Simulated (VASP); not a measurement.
Runs of VASP 6.6.1 on H4NF. The structure is that of space group P6_3mc (No. 186), or close to it. The cells are those of the table. 

| cell | gap on the mesh (eV) | pressure (GPa) | largest force (eV/Å) |
| --- | --- | --- | --- |
| a = 4.399, b = 4.399, c = 7.117 Å, angles 90.0, 90.0, 120.0°, 12 atoms | (b) | 0.4 | 0.05 |
| a = 4.458, b = 4.458, c = 7.212 Å, angles 90.0, 90.0, 120.0°, 12 atoms | 6.50 | (d) | 0.05 |
| a = 4.369, b = 4.369, c = 7.068 Å, angles 90.0, 90.0, 120.0°, 12 atoms | 6.67 | 1.2 | 0.05 |
| a = 4.429, b = 4.429, c = 7.165 Å, angles 90.0, 90.0, 120.0°, 12 atoms | 6.56 | -0.2 | 0.05 |
| a = 4.516, b = 4.516, c = 7.305 Å, angles 90.0, 90.0, 120.0°, 12 atoms | 6.39 | -1.7 | 0.05 |
| a = 4.487, b = 4.487, c = 7.259 Å, angles 90.0, 90.0, 120.0°, 12 atoms | 6.45 | (c) | (a) |
| a = 4.339, b = 4.339, c = 7.018 Å, angles 90.0, 90.0, 120.0°, 12 atoms | 6.73 | 2.0 | 0.05 |

Alike in all rows: task single point; level r2SCAN; potentials or basis VASP PAW PBE potentials, release 64 (H, N, F); no spin polarisation; k mesh 6 × 6 × 4; cutoff (eV) 520; smearing fermi-dirac 0.02 eV.

Problem. Estimate the missing entries.

Solution. (a) 0.06; (b) 6.62; (c) -1.3; (d) -0.8.

Caveats: the PAW data sets were made with another functional, which shifts forces and pressure a little.

A k mesh can miss the band edges.
